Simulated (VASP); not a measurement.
Here is a VASP 6.6.1 calculation.

File INCAR:

```
SYSTEM = HfO2
ALGO = Normal ; EDIFF = 1E-6
ENCUT = 520 ; GGA = CA
ISIF = 2 ; ISMEAR = 0
LASPH = .TRUE. ; LCHARG = .TRUE.
LELF = .TRUE. ; LREAL = .FALSE.
LVHAR = .TRUE. ; LWAVE = .FALSE.
NBANDS = 56 ; NELM = 100
PREC = Accurate ; SIGMA = 0.05
```

Contents of KPOINTS:

```
k-points
0
G
  6 6 3
  0 0 0
```

POSCAR

```
HfO2
1.0
   -2.5575000000     -2.5575000000      0.0000000000
    2.5575000000     -2.5575000000      0.0000000000
    0.0000000000      0.0000000000     10.2300000000
Hf O
4 8
Direct
    0.0000000000      0.0000000000      0.0000000000
    0.5000000000      0.5000000000      0.2500000000
    0.0000000000      0.0000000000      0.5000000000
    0.5000000000      0.5000000000      0.7500000000
    0.5000000000      0.0000000000      0.1250000000
    0.0000000000      0.5000000000      0.3750000000
    0.5000000000      0.0000000000      0.6250000000
    0.0000000000      0.5000000000      0.8750000000
    0.5000000000      0.0000000000      0.3750000000
    0.0000000000      0.5000000000      0.6250000000
    0.5000000000      0.0000000000      0.8750000000
    0.0000000000      0.5000000000      0.1250000000
```

Potentials or basis: VASP PAW LDA potentials, release 64 (Hf_pv, O).

Run with:

```console
$ cat potpaw_LDA.64/Hf_pv/POTCAR potpaw_LDA.64/O/POTCAR > POTCAR
$ mpirun -np 1 vasp_std > vasp.out
```

(1) Predict the band gap on the k mesh.

(2) What does it give for the pressure?

Results:

(1) 3.52 eV.

(2) -19.3 GPa.

Caveat: spin-orbit coupling is left out, which moves the levels of the heavy elements.
